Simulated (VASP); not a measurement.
**BeTe: single point with r2SCAN**

The system is BeTe.

```
Be Te
1.0
     2.86357    2.86357    0.00000
    -2.86357    2.86357    0.00000
     0.00000    2.86357    2.86357
Be Te
1 1
Cartesian
  0.0000 0.0000 0.0000
  1.4318 4.2954 1.4318
```

```
Program             : VASP 6.6.1
Task                : single point
Functional          : r2SCAN
Potentials or basis : VASP PAW PBE potentials, release 64 (Be, Te)
Cutoff              : 520 eV
k mesh              : 8 × 8 × 8
Occupations         : gaussian, width 0.01 eV
Spin                : no spin polarisation
```

```json
{
 "Pressure": "-1.9 GPa",
 "Band gap on the k mesh": "2.46 eV, indirect (least direct gap 4.06 eV)"
}
```

Levels at points of the mesh, in eV from the valence-band top:
```
           k point  band 1  band 2  band 3  band 4  band 5  band 6  band 7  band 8  band 9
(0.00, 0.00, 0.00)  -12.45    0.00    0.00    0.00    4.06    4.06    4.06    4.12    8.94
(0.50, 0.00, 0.00)  -11.14   -5.44   -1.09   -1.09    3.41    5.04    5.04    8.47   11.52
(0.50, 0.50, 0.00)  -10.65   -5.07   -2.56   -2.56    2.46    3.06   10.25   10.25   12.21
```

Wall time 43 s on 1 thread of Intel(R) Xeon(R) Platinum 8559C (Emerald Rapids), with other jobs on the host, peak memory 0.17 GiB.

Caveat: the PAW data sets were made with another functional, which shifts forces and pressure a little; spin-orbit coupling is left out, which moves the levels of the heavy elements. r2SCAN opens gaps a little over a GGA but as a rule still falls short of measured ones.
